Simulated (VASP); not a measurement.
# BaTiO3 (Amm2) in VASP: single point with PBE+U

Aim: the single point of BaTiO3 with PBE+U.

All numbers are computed with VASP 6.6.1; they aren't measurements. Logs are shortened: lines on timing, memory, paths and dates and some standing lists are left out, and cuts for length are marked.

## Step 1: The cell of the first run

It takes space group Amm2 (No. 38, orthorhombic). Conventional cell: a = 3.989 Å, b = 5.679 Å, c = 5.696 Å, α = 90.00°, β = 90.00°, γ = 90.00°. Within 3.7 Å of Ba (site symmetry mm2) lie 12 O at 2.78 to 2.92 Å and 8 Ti at 3.42 to 3.54 Å. Within 2.6 Å of Ti (site symmetry mm2) lie 6 O at 1.93 to 2.09 Å. O (site symmetry mm2) has 2 Ti at 2.00 Å within 2.6 Å. O (site symmetry m) has 2 Ti at 1.93 to 2.09 Å within 2.6 Å.

## Step 2: Single point, PBE+U, collinear spin, zero start

The input, INCAR:

```
  PREC = Accurate
  ENCUT = 520
  EDIFF = 1E-6
  ISMEAR = 0
  SIGMA = 0.1208
  LREAL = F
  LASPH = T
  NELM = 150
  ALGO = Normal
  ISIF = 2
  LWAVE = F
  LCHARG = F
  ISPIN = 2
  MAGMOM = 0 0 0 0 0 0 0 0 0 0
  LORBIT = 11
  LMAXMIX = 4
  LDAU = T
  LDAUTYPE = 2
  LDAUL = -1 2 -1
  LDAUU = 0 4.06 0
  LDAUJ = 0 0 0
  LDAUPRINT = 1
  GGA = PE
  NBANDS = 55
```

The input, KPOINTS:

```
Automatic mesh
0
Gamma
  4 4 4
```

The input, POSCAR:

```
BaTiO3
1.0
   -3.9894870500     -2.8397380000      2.8479962600
    0.0000000000      0.0000000000      5.6959925100
   -3.9894870500      2.8397380000      2.8479962600
Ba Ti O
2 2 6
Direct
    0.0000000000      0.0000000000      0.0000000000
    0.5000000000      0.5000000000      0.5000000000
    0.2500000000      0.2624000000      0.2500000000
    0.7500000000      0.7624000000      0.7500000000
    0.0000000000      0.4874000000      0.0000000000
    0.5000000000      0.9874000000      0.5000000000
    0.4933000000      0.4985400000      0.0067000000
    0.9933000000      0.9985400000      0.5067000000
    0.0067000000      0.4985400000      0.4933000000
    0.5067000000      0.9985400000      0.9933000000
```

Potentials or basis: VASP PAW PBE potentials, release 64 (Ba_sv, Ti_sv, O).

Launch:

```bash
$ cat potpaw_PBE.64/Ba_sv/POTCAR potpaw_PBE.64/Ti_sv/POTCAR potpaw_PBE.64/O/POTCAR > POTCAR
$ mpirun -np 1 vasp_std > vasp.out
```

OUTCAR:

```text
PREC = Accurate
   ENCUT = 520
   EDIFF = 1E-6
   ISMEAR = 0
   LREAL = F
   LASPH = T
   NELM = 150
   ISIF = 2
   ISPIN = 2
   LORBIT = 11
   GGA = PE

 ion  position               nearest neighbor table
   1  0.000  0.000  0.000-   5 2.78   7 2.82   9 2.82   8 2.82  10 2.82   6 2.84   6 2.84   9 2.85
                             7 2.85   8 2.85  10 2.85   5 2.92   3 3.42   4 3.42   3 3.47   3 3.47
   2  0.500  0.500  0.500-   6 2.78   8 2.82  10 2.82   7 2.82   9 2.82   5 2.84   5 2.84  10 2.85
                             8 2.85   7 2.85   9 2.85   6 2.92   4 3.42   3 3.42   4 3.47   4 3.47
   3  0.250  0.262  0.250-   7 1.93   9 1.93   6 2.00   5 2.00   8 2.09  10 2.09   1 3.42   2 3.42
                             1 3.47   1 3.47   2 3.47   2 3.47   2 3.54   1 3.54
   4  0.750  0.762  0.750-   8 1.93  10 1.93   5 2.00   6 2.00   9 2.09   7 2.09   2 3.42   1 3.42
                             2 3.47   2 3.47   1 3.47   1 3.47   1 3.54   2 3.54
   5  0.000  0.487  0.000-   4 2.00   3 2.00   1 2.78   2 2.84   2 2.84   1 2.92
   6  0.500  0.987  0.500-   3 2.00   4 2.00   2 2.78   1 2.84   1 2.84   2 2.92
   7  0.493  0.499  0.007-   3 1.93   4 2.09   1 2.82   2 2.82   1 2.85   2 2.85
   8  0.993  0.999  0.507-   4 1.93   3 2.09   2 2.82   1 2.82   2 2.85   1 2.85
   9  0.007  0.499  0.493-   3 1.93   4 2.09   1 2.82   2 2.82   1 2.85   2 2.85
  10  0.507  0.999  0.993-   4 1.93   3 2.09   2 2.82   1 2.82   2 2.85   1 2.85

  LATTYP: Found a body centered orthorhombic cell.
 ALAT       =     5.6794760000
 B/A-ratio  =     1.0029081046
 C/A-ratio  =     1.4048785663

  Lattice vectors:

 A1 = (   3.9894870500,  -2.8397380000,   2.8479962500)
 A2 = (   3.9894870500,   2.8397380000,  -2.8479962600)
 A3 = (  -3.9894870500,   2.8397380000,   2.8479962600)

Analysis of symmetry for initial positions (statically):
=====================================================================
 Subroutine PRICEL returns following result:

  LATTYP: Found a base centered orthorhombic cell.
 ALAT       =     5.6794760000
 B/A-ratio  =     1.0029081046
 C/A-ratio  =     0.7024392831
[... 12 lines left out ...]
 Subroutine GETGRP returns: Found  4 space group operations
 (whereof  4 operations were pure point group operations)
 out of a pool of  8 trial point group operations.

The static configuration has the point symmetry C_2v.

Analysis of symmetry for dynamics (positions and initial velocities):
=====================================================================
 Subroutine PRICEL returns following result:

  LATTYP: Found a base centered orthorhombic cell.
 ALAT       =     5.6794760000
 B/A-ratio  =     1.0029081046
 C/A-ratio  =     0.7024392831
[... 12 lines left out ...]
 Subroutine GETGRP returns: Found  4 space group operations
 (whereof  4 operations were pure point group operations)
 out of a pool of  8 trial point group operations.

The dynamic configuration has the point symmetry C_2v.

Analysis of structural, dynamic, and magnetic symmetry:
=====================================================================
 Subroutine PRICEL returns following result:

  LATTYP: Found a base centered orthorhombic cell.
 ALAT       =     5.6794760000
 B/A-ratio  =     1.0029081046
 C/A-ratio  =     0.7024392831
[... 12 lines left out ...]
 Subroutine GETGRP returns: Found  4 space group operations
 (whereof  4 operations were pure point group operations)
 out of a pool of  8 trial point group operations.

The overall configuration has the point symmetry C_2v.

 Subroutine INISYM returns: Found  4 space group operations
 (whereof  4 operations are pure point group operations),
 and found     2 'primitive' translations

----------------------------------------------------------------------------------------

                                     Primitive cell

  volume of cell :      64.5305

  direct lattice vectors                    reciprocal lattice vectors
     0.000000000 -2.839738000 -2.847996255    -0.000000000 -0.176072581 -0.175562029
[... 162 lines left out ...]
atom =   4  type =  2  l = 2

 onsite density matrix

spin component  1

  0.1053 -0.0000 -0.0000 -0.0000 -0.0000
 -0.0000  0.2400 -0.0000 -0.0000  0.0000
 -0.0000 -0.0000  0.1369  0.0000 -0.0561
 -0.0000 -0.0000  0.0000  0.1067 -0.0000
 -0.0000  0.0000 -0.0561 -0.0000  0.2060

spin component  2

  0.1053 -0.0000 -0.0000 -0.0000 -0.0000
 -0.0000  0.2400 -0.0000 -0.0000  0.0000
 -0.0000 -0.0000  0.1369  0.0000 -0.0561
 -0.0000 -0.0000  0.0000  0.1067 -0.0000
 -0.0000  0.0000 -0.0561 -0.0000  0.2060

 occupancies and eigenvectors

  o =  0.1053  v =  0.0000  0.0000  0.0000  0.0000  0.0000  1.0000  0.0000  0.0000  0.0000  0.0000      0.0000  0.0000  0.0000  0.0000  0.0000  0.0000  0.0000  0.0000  0.0000  0.0000
  o =  0.1053  v =  1.0000  0.0000  0.0000  0.0000  0.0000  0.0000  0.0000  0.0000  0.0000  0.0000      0.0000  0.0000  0.0000  0.0000  0.0000  0.0000  0.0000  0.0000  0.0000  0.0000
  o =  0.1056  v =  0.0000  0.0000  0.0000  0.0000  0.0000  0.0000 -0.0000 -0.8731 -0.0000 -0.4876      0.0000  0.0000  0.0000  0.0000  0.0000  0.0000  0.0000  0.0000  0.0000  0.0000
  o =  0.1056  v =  0.0000 -0.0000 -0.8731 -0.0000 -0.4876  0.0000  0.0000  0.0000  0.0000  0.0000      0.0000  0.0000  0.0000  0.0000  0.0000  0.0000  0.0000  0.0000  0.0000  0.0000
  o =  0.1067  v =  0.0000  0.0000  0.0000  0.0000  0.0000  0.0000 -0.0000  0.0000 -1.0000  0.0000      0.0000  0.0000  0.0000  0.0000  0.0000  0.0000  0.0000  0.0000  0.0000  0.0000
  o =  0.1067  v =  0.0000 -0.0000  0.0000 -1.0000  0.0000  0.0000  0.0000  0.0000  0.0000  0.0000      0.0000  0.0000  0.0000  0.0000  0.0000  0.0000  0.0000  0.0000  0.0000  0.0000
  o =  0.2373  v =  0.0000 -0.0000 -0.4876 -0.0000  0.8731  0.0000  0.0000  0.0000  0.0000  0.0000      0.0000  0.0000  0.0000  0.0000  0.0000  0.0000  0.0000  0.0000  0.0000  0.0000
  o =  0.2373  v =  0.0000  0.0000  0.0000  0.0000  0.0000  0.0000 -0.0000 -0.4876 -0.0000  0.8731      0.0000  0.0000  0.0000  0.0000  0.0000  0.0000  0.0000  0.0000  0.0000  0.0000
  o =  0.2400  v =  0.0000 -1.0000  0.0000  0.0000 -0.0000  0.0000  0.0000  0.0000  0.0000  0.0000      0.0000  0.0000  0.0000  0.0000  0.0000  0.0000  0.0000  0.0000  0.0000  0.0000
  o =  0.2400  v =  0.0000  0.0000  0.0000  0.0000  0.0000  0.0000 -1.0000  0.0000  0.0000 -0.0000      0.0000  0.0000  0.0000  0.0000  0.0000  0.0000  0.0000  0.0000  0.0000  0.0000

 number of electron      79.9999996 magnetization      -0.0000000

 Free energy of the ion-electron system (eV)
  ---------------------------------------------------
  ext. energy  EPLUGINS =         0.00000000
  ---------------------------------------------------
  free energy    TOTEN  =       -74.47283831 eV

  energy without entropy =      -74.47283831  energy(sigma->0) =      -74.47283831

 E-fermi :   4.5116     XC(G=0): -11.2293

 val. band max:        3.9248671419   @ k =   0.0000   0.0000   0.0000
 cond. band min:       6.2335913966   @ k =   0.0000   0.0000   0.0000
 fundamental gap:      2.3087242547
 Fermi energy:         4.5115546532

 spin component 1

 k-point     1 :       0.0000    0.0000    0.0000
  band No.  band energies     occupation
      1     -53.7704      1.00000
      2     -53.7677      1.00000
      3     -29.9808      1.00000
      4     -29.9806      1.00000
      5     -29.9694      1.00000
      6     -29.9434      1.00000
[... 979 lines left out ...]
     51      11.4878      0.00000
     52      11.5166      0.00000
 Fermi energy:         4.5115546532

 spin component 2

 k-point     1 :       0.0000    0.0000    0.0000
  band No.  band energies     occupation
      1     -53.7704      1.00000
      2     -53.7677      1.00000
      3     -29.9808      1.00000
      4     -29.9806      1.00000
      5     -29.9694      1.00000
      6     -29.9434      1.00000
[... 979 lines left out ...]
     51      11.4878      0.00000
     52      11.5165      0.00000
 [bands above 52 left out]

------------------------ aborting loop because EDIFF is reached ----------------------------------------

  FORCE on cell =-STRESS in cart. coord.  units (eV):
  Direction    XX          YY          ZZ          XY          YZ          ZX
  --------------------------------------------------------------------------------------
  -------------------------------------------------------------------------------------
  Total        5.5554478      5.7039701      5.1531226      0.0000000      0.0000000     -0.0000000
  in kB       68.9659808     70.8097543     63.9714678      0.0000000      0.0000000     -0.0000001
  external PRESSURE =      67.9157343 kB  Pullay stress =       0.0000000 kB

 VOLUME and BASIS-vectors are now :
 -----------------------------------------------------------------------------
  energy-cutoff  :      520.00
  volume of cell :      129.06
      direct lattice vectors                 reciprocal lattice vectors
    -3.989487050 -2.839738000  2.847996260    -0.125329395 -0.176072581  0.000000000
     0.000000000  0.000000000  5.695992510     0.125329396  0.000000000  0.175562029
    -3.989487050  2.839738000  2.847996260    -0.125329395  0.176072581  0.000000000

 POSITION                                       TOTAL-FORCE (eV/Angst)
 -----------------------------------------------------------------------------------
      0.00000      0.00000      0.00000         0.000000     -0.000000      0.168725
     -3.98949      0.00000      5.69599         0.000000     -0.000000      0.168725
     -1.99474      0.00000      2.91863        -0.000000     -0.000000     -0.444514
     -5.98423      0.00000      8.61462         0.000000     -0.000000     -0.444514
      0.00000      0.00000      2.77623         0.000000     -0.000000      0.233283
     -3.98949      0.00000      8.47222        -0.000000     -0.000000      0.233283
     -1.99474     -1.38182      4.26368         0.000000     -0.281348      0.021253
     -5.98423     -1.38182      9.95967         0.000000     -0.281348      0.021253
     -1.99474      1.38182      4.26368         0.000000      0.281348      0.021253
     -5.98423      1.38182      9.95967         0.000000      0.281348      0.021253
 -----------------------------------------------------------------------------------
    total drift:                               -0.000001     -0.000000      0.000469

  FREE ENERGIE OF THE ION-ELECTRON SYSTEM (eV)
  ---------------------------------------------------
  free  energy   TOTEN  =       -74.4728383061 eV

  energy  without entropy=      -74.4728383061  energy(sigma->0) =      -74.47283831

 total charge

# of ion       s       p       d       tot
------------------------------------------
    1        2.008   5.652   0.333   7.994
    2        2.008   5.652   0.333   7.994
    3        2.221   6.283   1.564  10.069
    4        2.221   6.283   1.564  10.069
    5        1.562   3.486   0.000   5.048
    6        1.562   3.486   0.000   5.048
    7        1.563   3.485   0.000   5.048
    8        1.563   3.485   0.000   5.048
    9        1.563   3.485   0.000   5.048
   10        1.563   3.485   0.000   5.048
--------------------------------------------------
tot         17.836  44.782   3.794  66.412

 magnetization (x)

# of ion       s       p       d       tot
------------------------------------------
    1       -0.000   0.000   0.000   0.000
    2       -0.000   0.000   0.000   0.000
    3        0.000  -0.000  -0.000  -0.000
    4        0.000  -0.000  -0.000  -0.000
    5       -0.000   0.000   0.000   0.000
    6       -0.000   0.000   0.000   0.000
    7       -0.000   0.000   0.000   0.000
    8       -0.000   0.000   0.000   0.000
    9       -0.000   0.000   0.000   0.000
   10       -0.000   0.000   0.000   0.000
--------------------------------------------------
tot          0.000   0.000  -0.000  -0.000
```

It took 9.3 min on 1 thread of Intel Xeon 8259CL, shared host; peak memory 0.43 GiB.

Results:

```yaml
Free_energy: -74.4728 eV
Pressure: 6.8 GPa
Largest_force: 0.445 eV/Å
Band_gap_on_the_k_mesh: 2.31 eV
Net_moment: 0.00 μB per cell
Valence_electrons_inside_the_program's_atomic_spheres: Ba 7.99; Ti 10.07; O 5.05
```

Forces on the atoms (eV/Å):
```
Ba   0.000  0.000  0.169
Ba   0.000  0.000  0.169
Ti   0.000  0.000 -0.445
Ti   0.000  0.000 -0.445
O    0.000  0.000  0.233
O    0.000  0.000  0.233
O    0.000 -0.281  0.021
O    0.000 -0.281  0.021
O    0.000  0.281  0.021
O    0.000  0.281  0.021
```

Levels at points of the mesh, in eV from the valence-band top:
Spin up:
```csv
k point,band 37,band 38,band 39,band 40,band 41,band 42,band 43,band 44
"(0.00, 0.00, 0.00)",-0.25,-0.05,-0.01,0.00,2.31,2.36,2.48,4.01
"(0.50, 0.00, 0.00)",-0.75,-0.75,-0.59,-0.59,3.57,3.57,3.65,3.65
"(0.00, 0.50, 0.00)",-0.73,-0.73,-0.59,-0.59,3.58,3.58,3.64,3.64
"(0.50, 0.50, 0.00)",-0.90,-0.87,-0.81,-0.09,2.57,3.95,3.98,3.98
"(0.50, 0.00, 0.50)",-0.89,-0.88,-0.84,-0.14,2.53,3.92,3.97,3.99
```
Spin down:
```csv
k point,band 38,band 39,band 40,band 41,band 42,band 43
"(0.00, 0.00, 0.00)",-0.05,-0.01,0.00,2.31,2.36,2.48
"(0.50, 0.00, 0.00)",-0.75,-0.59,-0.59,3.57,3.57,3.65
"(0.00, 0.50, 0.00)",-0.73,-0.59,-0.59,3.58,3.58,3.64
"(0.50, 0.50, 0.00)",-0.87,-0.81,-0.09,2.57,3.95,3.98
"(0.50, 0.00, 0.50)",-0.88,-0.84,-0.14,2.53,3.92,3.97
```

Eigenvalues of the final occupation matrices:
```csv
site,spin,trace,eigenvalues
site 3 d,1,0.79,0.11 0.11 0.11 0.24 0.24
site 3 d,2,0.79,0.11 0.11 0.11 0.24 0.24
site 4 d,1,0.79,0.11 0.11 0.11 0.24 0.24
site 4 d,2,0.79,0.11 0.11 0.11 0.24 0.24
```

Caveat: the cell stands under pressure; spin-orbit coupling is left out, which moves the levels of the heavy elements.
